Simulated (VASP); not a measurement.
# In (I4/mmm) in VASP: further runs, part 2 of 2

VASP 6.6.1. The steps go on from the part before.

### 3 Relaxation of cell and atoms, r2SCAN

This run uses another cell than the first one, of 27.38 Å³/atom.

The input, POSCAR:

```
In
1.0
   -1.6888280739      1.6888280739      2.4003864181
    1.6888280739     -1.6888280739      2.4003864181
    1.6888280739      1.6888280739     -2.4003864181
In
1
Direct
    0.0000000000      0.0000000000      0.0000000000
```

The input, INCAR.step1:

```
SYSTEM = In
PREC = Accurate ; ENCUT = 550
ISMEAR = -1 ; SIGMA = 0.02
LREAL = .FALSE. ; LASPH = .TRUE.
NELM = 120 ; GGA = PE
ALGO = Normal ; EDIFF = 1E-5
LWAVE = .TRUE. ; LCHARG = .FALSE.
GGA_COMPAT = .FALSE. ; IBRION = 2
ISIF = 3 ; EDIFFG = -0.005
NELMIN = 4 ; NSW = 100
```

The input, INCAR.step2:

```
SYSTEM = In
PREC = Accurate ; ENCUT = 550
EDIFF = 1E-7 ; ISMEAR = -1
SIGMA = 0.02 ; LREAL = .FALSE.
LASPH = .TRUE. ; NELM = 120
ALGO = Normal ; ISIF = 3
LWAVE = .FALSE. ; LCHARG = .FALSE.
METAGGA = R2SCAN ; LMIXTAU = .TRUE.
IBRION = 2 ; NSW = 80
EDIFFG = -0.005 ; ISTART = 1
GGA_COMPAT = .FALSE. ; NELMIN = 4
```

The input, KPOINTS:

```
Automatic mesh
0
G
  10 10 10
  0 0 0
```

Potentials or basis: VASP PAW PBE potentials, release 64 (In_d).

On the command line:

```
$ cat potpaw_PBE.64/In_d/POTCAR > POTCAR
$ cp INCAR.step1 INCAR
$ mpirun -np 1 vasp_std > vasp.out
$ cp INCAR.step2 INCAR
$ mpirun -np 1 vasp_std > vasp.out
```

OUTCAR:

```text
SYSTEM = In
   PREC = Accurate
   ENCUT = 550
   EDIFF = 1E-7
   ISMEAR = -1
   LREAL = .FALSE.
   LASPH = .TRUE.
   NELM = 120
   ISIF = 3
   METAGGA = R2SCAN
   IBRION = 2
   NSW = 80
   EDIFFG = -0.005
   ISTART = 1
   NELMIN = 4

 ion  position               nearest neighbor table
   1  0.000  0.000  0.000-

  LATTYP: Found a body centered tetragonal cell.
 ALAT       =     3.3776561478
 C/A-ratio  =     1.4213326124

  Lattice vectors:

 A1 = (  -1.6888280739,   1.6888280739,   2.4003864181)
 A2 = (   1.6888280739,  -1.6888280739,   2.4003864181)
 A3 = (   1.6888280739,   1.6888280739,  -2.4003864181)

Analysis of symmetry for initial positions (statically):
=====================================================================
 Subroutine PRICEL returns:
 Original cell was already a primitive cell.

 Routine SETGRP: Setting up the symmetry group for a
 body centered tetragonal supercell.

 Subroutine GETGRP returns: Found 16 space group operations
 (whereof 16 operations were pure point group operations)
 out of a pool of 16 trial point group operations.

The static configuration has the point symmetry D_4h.

Analysis of symmetry for dynamics (positions and initial velocities):
=====================================================================
 Subroutine PRICEL returns:
 Original cell was already a primitive cell.

 Routine SETGRP: Setting up the symmetry group for a
 body centered tetragonal supercell.

 Subroutine GETGRP returns: Found 16 space group operations
 (whereof 16 operations were pure point group operations)
 out of a pool of 16 trial point group operations.

The dynamic configuration has the point symmetry D_4h.

 Subroutine INISYM returns: Found 16 space group operations
 (whereof 16 operations are pure point group operations),
 and found     1 'primitive' translations

[... 119 lines left out ...]
   AEXX    =    0.0000 exact exchange contribution
   IVDW    =     0    specifies the selected vdW correction
   LEPSILON=     F    determine dielectric tensor
   LRPA    =     F    only Hartree local field effects (RPA)
 conjugate gradient relaxation of ions
 non-spin polarized calculation
  energy-cutoff  :      550.00
  volume of cell :       27.38
 maximum number of plane-waves:       837
 NGX is ok and might be reduce to    28
   NGX = 13   NGY = 13   NGZ = 13

--------------------------------------- Ionic step        1  -------------------------------------------

 number of electron      12.9999997 magnetization

 Free energy of the ion-electron system (eV)
  ---------------------------------------------------
  ext. energy  EPLUGINS =         0.00000000
  ---------------------------------------------------
  free energy    TOTEN  =       -22.58553817 eV

  energy without entropy =      -22.58504945  energy(sigma->0) =      -22.58529381

------------------------ aborting loop because EDIFF is reached ----------------------------------------

  FORCE on cell =-STRESS in cart. coord.  units (eV):
  Direction    XX          YY          ZZ          XY          YZ          ZX
  --------------------------------------------------------------------------------------
  -------------------------------------------------------------------------------------
  Total       -0.2861158     -0.2861158     -0.2725980      0.0000000     -0.0000000      0.0000000
  in kB      -16.7394211    -16.7394211    -15.9485505      0.0000000     -0.0000000      0.0000000
  external PRESSURE =     -16.4757976 kB  Pullay stress =       0.0000000 kB
[... 92 lines left out ...]
--------------------------------------- Ionic step        4  -------------------------------------------

 number of electron      13.0000004 magnetization

 Free energy of the ion-electron system (eV)
  ---------------------------------------------------
  ext. energy  EPLUGINS =         0.00000000
  ---------------------------------------------------
  free energy    TOTEN  =       -22.59142359 eV

  energy without entropy =      -22.59096469  energy(sigma->0) =      -22.59119414

 E-fermi :   7.4038     XC(G=0): -11.0513

 val. band max:        7.3996364785   @ k =  -0.4000  -0.4000   0.1000
 cond. band min:       7.5839847289   @ k =   0.5000   0.3000   0.0000
 fundamental gap:      0.1843482504
 Fermi energy:         7.4037595289

 k-point     1 :       0.0000    0.0000    0.0000
  band No.  band energies     occupation
      1      -7.7999      2.00000
      2      -7.7922      2.00000
      3      -7.7922      2.00000
      4      -7.6227      2.00000
      5      -7.6113      2.00000
      6      -2.5742      2.00000
      7      18.5800      0.00000
      8      18.5800      0.00000
      9      18.6025      0.00000
     10      19.5466      0.00000
[... 287 lines left out ...]
 k-point    24 :       0.4000    0.3000    0.0000
  band No.  band energies     occupation
      1      -7.8965      2.00000
      2      -7.7353      2.00000
      3      -7.5943      2.00000
      4      -7.5899      2.00000
      5      -7.4721      2.00000
      6       4.5601      2.00000
      7       5.8376      2.00000
      8       8.5446      0.00000
      9      13.2909      0.00000
     10      16.2324      0.00000

 [... further k-points ...]
[... 5 lines left out ...]
  --------------------------------------------------------------------------------------
  -------------------------------------------------------------------------------------
  Total       -0.0029737     -0.0029737      0.0044326      0.0000000      0.0000000     -0.0000000
  in kB       -0.1811883     -0.1811883      0.2700820      0.0000000      0.0000000     -0.0000000
  external PRESSURE =      -0.0307649 kB  Pullay stress =       0.0000000 kB
[... 16 lines left out ...]
  FREE ENERGIE OF THE ION-ELECTRON SYSTEM (eV)
  ---------------------------------------------------
  free  energy   TOTEN  =       -22.5914235912 eV

  energy  without entropy=      -22.5909646912  energy(sigma->0) =      -22.59119414

 reached required accuracy - stopping structural energy minimisation
```

OUTCAR.step1:

```text
SYSTEM = In
   PREC = Accurate
   ENCUT = 550
   ISMEAR = -1
   LREAL = .FALSE.
   LASPH = .TRUE.
   NELM = 120
   GGA = PE
[... 599 lines left out ...]
  -------------------------------------------------------------------------------------
  Total       -0.0032187     -0.0032187     -0.0023584      0.0000000     -0.0000000      0.0000000
  in kB       -0.1885786     -0.1885786     -0.1381746      0.0000000     -0.0000000      0.0000000
  external PRESSURE =      -0.1717772 kB  Pullay stress =       0.0000000 kB
[... 16 lines left out ...]
  FREE ENERGIE OF THE ION-ELECTRON SYSTEM (eV)
  ---------------------------------------------------
  free  energy   TOTEN  =        -2.5762175135 eV

  energy  without entropy=       -2.5757082119  energy(sigma->0) =       -2.57596286

 reached required accuracy - stopping structural energy minimisation
```

Wall time 5.3 min (1 thread of Intel Xeon Platinum 8559C (Emerald Rapids), shared host); peak memory 0.19 GiB.

What came out:

- Free energy: -22.5914 eV
- Relaxed volume: 26.29 Å³/atom
- Relaxed cell: a = 3.341 Å, b = 3.341 Å, c = 3.341 Å, α = 120.21°, β = 120.21°, γ = 89.63°
- Space group after relaxing (to 0.1 Å): Fm-3m (No. 225)
- Energy gained by relaxing: 5.9 meV/atom
- Ionic steps: 4
- Pressure after relaxing: 0.0 GPa
- Band gap on the k mesh: zero (an odd number of electrons rules out a gap without spin polarisation)

The path:
```
step  energy change (eV)  largest force (eV/Å)  pressure (GPa)  volume (Å³)
   1              0.0000                0.0000           -1.65        27.38
   2             -0.0059                0.0000            0.02        26.28
   3             -0.0059                0.0000            0.00        26.30
   4             -0.0059                0.0000            0.00        26.29
```

Final structure:
```
In
1.0
    -1.66530    1.66530    2.37042
     1.66530   -1.66530    2.37042
     1.66530    1.66530   -2.37042
In
1
Direct
  0.00000 0.00000 0.00000
```

Caveat: the PAW data sets were made with another functional, which shifts forces and pressure a little; spin-orbit coupling is left out, which moves the levels of the heavy elements.
